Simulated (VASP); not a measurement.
# Hf (P6_3/mmc) in VASP: single point with PBEsol

Aim: the single point of Hf with PBEsol.

Program: VASP 6.6.1. These are calculated values, not measurements. Logs are shortened: lines on timing, memory, paths and dates and some standing lists are left out, and cuts for length are marked.

### 1 The cell of the first run

The structure is hexagonal, space group P6_3/mmc (No. 194). Conventional cell: a = 2.766 Å, b = 2.766 Å, c = 4.584 Å, α = 90.00°, β = 90.00°, γ = 120.00°. Hf (site symmetry -6m2) has 12 Hf at 2.77 to 2.79 Å within 3.6 Å.

### 2 Single point, PBEsol

INCAR reads:

```
  PREC = Accurate
  ENCUT = 520
  EDIFF = 1E-6
  ISMEAR = -1
  SIGMA = 0.1
  LREAL = F
  LASPH = T
  NELM = 60
  ALGO = Normal
  ISIF = 2
  LWAVE = F
  LCHARG = T
  GGA = PS
  LELF = T
  LVHAR = T
  NBANDS = 17
```

KPOINTS reads:

```
regular mesh
0
Gamma
  16 16 9
```

POSCAR reads:

```
Hf
1.0
    2.7657019056      0.0000000000      0.0000000000
   -1.3828509528      2.3951681096      0.0000000000
    0.0000000000      0.0000000000      4.5841890584
Hf
2
Direct
    0.3333333333      0.6666666667      0.2500000000
    0.6666666667      0.3333333333      0.7500000000
```

Potentials or basis: VASP PAW PBE potentials, release 64 (Hf_pv).

Launch:

```
$ cat potpaw_PBE.64/Hf_pv/POTCAR > POTCAR
$ mpirun -np 1 vasp_std > vasp.out
```

OUTCAR:

```text
PREC = Accurate
   ENCUT = 520
   EDIFF = 1E-6
   ISMEAR = -1
   LREAL = F
   LASPH = T
   NELM = 60
   ISIF = 2
   GGA = PS

 ion  position               nearest neighbor table
   1  0.333  0.667  0.250-   2 2.79   2 2.79   2 2.79   2 2.79   2 2.79   2 2.79
   2  0.667  0.333  0.750-   1 2.79   1 2.79   1 2.79   1 2.79   1 2.79   1 2.79

  LATTYP: Found a hexagonal cell.
 ALAT       =     2.7657019056
 C/A-ratio  =     1.6575137939

  Lattice vectors:

 A1 = (   2.7657019056,   0.0000000000,   0.0000000000)
 A2 = (  -1.3828509528,   2.3951681096,   0.0000000000)
 A3 = (   0.0000000000,   0.0000000000,   4.5841890584)

Analysis of symmetry for initial positions (statically):
=====================================================================
 Subroutine PRICEL returns:
 Original cell was already a primitive cell.

 Routine SETGRP: Setting up the symmetry group for a
 hexagonal supercell.

 Subroutine GETGRP returns: Found 24 space group operations
 (whereof 12 operations were pure point group operations)
 out of a pool of 24 trial point group operations.

The static configuration has the point symmetry D_3d.
 The point group associated with its full space group is D_6h.

Analysis of symmetry for dynamics (positions and initial velocities):
=====================================================================
 Subroutine PRICEL returns:
 Original cell was already a primitive cell.

 Routine SETGRP: Setting up the symmetry group for a
 hexagonal supercell.

 Subroutine GETGRP returns: Found 24 space group operations
 (whereof 12 operations were pure point group operations)
 out of a pool of 24 trial point group operations.

The dynamic configuration has the point symmetry D_3d.
 The point group associated with its full space group is D_6h.

 Subroutine INISYM returns: Found 24 space group operations
 (whereof 12 operations are pure point group operations),
 and found     1 'primitive' translations

----------------------------------------------------------------------------------------

                                     Primitive cell

  volume of cell :      30.3671

  direct lattice vectors                    reciprocal lattice vectors
     2.765701906  0.000000000  0.000000000     0.361571866  0.208753614  0.000000000
    -1.382850953  2.395168110  0.000000000     0.000000000  0.417507229  0.000000000
     0.000000000  0.000000000  4.584189058     0.000000000  0.000000000  0.218141090

[... 81 lines left out ...]
   ENCUT  =  520.0 eV  38.22 Ry    6.18 a.u.   5.14  5.14  8.52*2*pi/ulx,y,z
   NELM   =     60;   NELMIN=  2; NELMDL= -5     # of ELM steps
   EDIFF  = 0.1E-05   stopping-criterion for ELM
   LREAL  =      F    real-space projection
   EDIFFG = 0.1E-04   stopping-criterion for IOM
   NSW    =      0    number of steps for IOM
   IBRION =     -1    ionic relax: 0-MD 1-quasi-New 2-CG
   NFREE  =      0    steps in history (QN), initial steepest desc. (CG)
   ISIF   =      2    stress and relaxation
   ISYM   =      2    0-nonsym 1-usesym 2-fastsym
   POTIM  = 0.5000    time-step for ionic-motion
   TEBEG  =    0.0;   TEEND  =   0.0 temperature during run
   PSTRESS=    0.0 pullay stress
   NELECT =      20.0000    total number of electrons
   NUPDOWN=      -1.0000    fix difference up-down
   EMIN   =  10.00;   EMAX   =-10.00  energy-range for DOS
   EFERMI =   0.00;   METHOD = LEGACY
   ISMEAR =    -1;   SIGMA  =   0.10  broadening in eV -4-tet -1-fermi 0-gaus
   EFERMI_NEDOS =   21; number of points for ismear=-14 and -15
   IALGO  =     38    algorithm
   IMIX   =      4    mixing-type and parameters
     AMIX     =   0.40;   BMIX     =  1.00
     AMIX_MAG =   1.60;   BMIX_MAG =  1.00
  volume/ion in A,a.u.               =      15.18       102.46
  Fermi-wavevector in a.u.,A,eV,Ry     =   1.424350  2.691632 27.603150  2.028774
  Thomas-Fermi vector in A             =   2.544851
   LORBIT       =      0    0 simple, 1 ext, 2 COOP (PROOUT), +10 PAW based schemes
   GGA     = PS    functional components
   LHFCALC =     F    Hartree Fock is set to
   AEXX    =    0.0000 exact exchange contribution
   IVDW    =     0    specifies the selected vdW correction
   LEPSILON=     F    determine dielectric tensor
   LRPA    =     F    only Hartree local field effects (RPA)
 non-spin polarized calculation
  energy-cutoff  :      520.00
  volume of cell :       30.37
 maximum number of plane-waves:       831
 NGX is ok and might be reduce to    24
   NGX = 11   NGY = 11   NGZ = 17

 number of electron      20.0000001 magnetization

 Free energy of the ion-electron system (eV)
  ---------------------------------------------------
  ext. energy  EPLUGINS =         0.00000000
  ---------------------------------------------------
  free energy    TOTEN  =       -18.84245724 eV

  energy without entropy =      -18.79401265  energy(sigma->0) =      -18.81823495

 E-fermi :   7.7573     XC(G=0): -13.2981

 val. band max:        7.7561609623   @ k =   0.0625   0.0625   0.3333
 cond. band min:       7.7665525365   @ k =   0.3750  -0.0000   0.0000
 fundamental gap:      0.0103915742
 Fermi energy:         7.7573187463

 k-point     1 :       0.0000    0.0000    0.0000
  band No.  band energies     occupation
      1     -23.6104      2.00000
      2     -21.1957      2.00000
      3     -21.1957      2.00000
      4     -20.9658      2.00000
      5     -20.8827      2.00000
      6     -20.8827      2.00000
[... 457 lines left out ...]
      4     -21.9167      2.00000
      5     -21.5390      2.00000
      6     -21.4101      2.00000
[... 9 lines left out ...]
     16      16.1446      0.00000
     17      17.2336      0.00000

 [... further k-points ...]

------------------------ aborting loop because EDIFF is reached ----------------------------------------

  FORCE on cell =-STRESS in cart. coord.  units (eV):
  Direction    XX          YY          ZZ          XY          YZ          ZX
  --------------------------------------------------------------------------------------
  -------------------------------------------------------------------------------------
  Total       13.3480949     13.3480949     13.2956622      0.0000000      0.0000000      0.0000000
  in kB      704.2485775    704.2485776    701.4822179      0.0000000      0.0000000      0.0000000
  external PRESSURE =     703.3264577 kB  Pullay stress =       0.0000000 kB

 VOLUME and BASIS-vectors are now :
 -----------------------------------------------------------------------------
  energy-cutoff  :      520.00
  volume of cell :       30.37
      direct lattice vectors                 reciprocal lattice vectors
     2.765701906  0.000000000  0.000000000     0.361571866  0.208753614  0.000000000
    -1.382850953  2.395168110  0.000000000     0.000000000  0.417507229  0.000000000
     0.000000000  0.000000000  4.584189058     0.000000000  0.000000000  0.218141090

 POSITION                                       TOTAL-FORCE (eV/Angst)
 -----------------------------------------------------------------------------------
     -0.00000      1.59678      1.14605         0.000000     -0.000000      0.000000
      1.38285      0.79839      3.43814         0.000000      0.000000      0.000000
 -----------------------------------------------------------------------------------
    total drift:                                0.000000     -0.000000      0.000000

  FREE ENERGIE OF THE ION-ELECTRON SYSTEM (eV)
  ---------------------------------------------------
  free  energy   TOTEN  =       -18.8424572435 eV

  energy  without entropy=      -18.7940126505  energy(sigma->0) =      -18.81823495
```

OSZICAR:

```text
N       E                     dE             d eps       ncg     rms          rms(c)
DAV:   1     0.557879188142E+02    0.55788E+02   -0.11640E+04  5132   0.118E+03
DAV:   2    -0.176718772953E+02   -0.73460E+02   -0.71455E+02  6780   0.265E+02
DAV:   3    -0.193039299011E+02   -0.16321E+01   -0.16200E+01  6032   0.269E+01
DAV:   4    -0.193118122495E+02   -0.78823E-02   -0.78775E-02  6451   0.219E+00
DAV:   5    -0.193118481391E+02   -0.35890E-04   -0.35889E-04  6122   0.135E-01    0.832E+01
DAV:   6    -0.189828011658E+02    0.32905E+00   -0.19468E-01  5842   0.317E+00    0.496E+01
DAV:   7    -0.188459524872E+02    0.13685E+00   -0.33965E-01  6001   0.404E+00    0.199E+00
DAV:   8    -0.188424020347E+02    0.35505E-02   -0.20205E-02  5955   0.102E+00    0.245E-01
DAV:   9    -0.188424570744E+02   -0.55040E-04   -0.44424E-04  6731   0.150E-01    0.121E-01
DAV:  10    -0.188424571408E+02   -0.66413E-07   -0.18711E-05  5789   0.329E-02    0.150E-01
DAV:  11    -0.188424572435E+02   -0.10278E-06   -0.30455E-06  5611   0.125E-02
   1 F= -.18842457E+02 E0= -.18818235E+02  d E =-.484446E-01
```

Wall time 34 s (1 thread of Intel Xeon 6975P-C, shared host); peak memory 0.2 GiB.

What came out:

```yaml
Free_energy: -18.8425 eV
Pressure: 70.3 GPa
Band_gap_on_the_k_mesh: zero (band 10 reaches 9.20 eV, above the bottom of band 11 at 7.21 eV)
```

Stress tensor (GPa, compression positive):
```
70.42  0.00  0.00
 0.00 70.42  0.00
 0.00  0.00 70.15
```

Caveat: the PAW data sets were made with another functional, which shifts forces and pressure a little; spin-orbit coupling is left out, which moves the levels of the heavy elements.
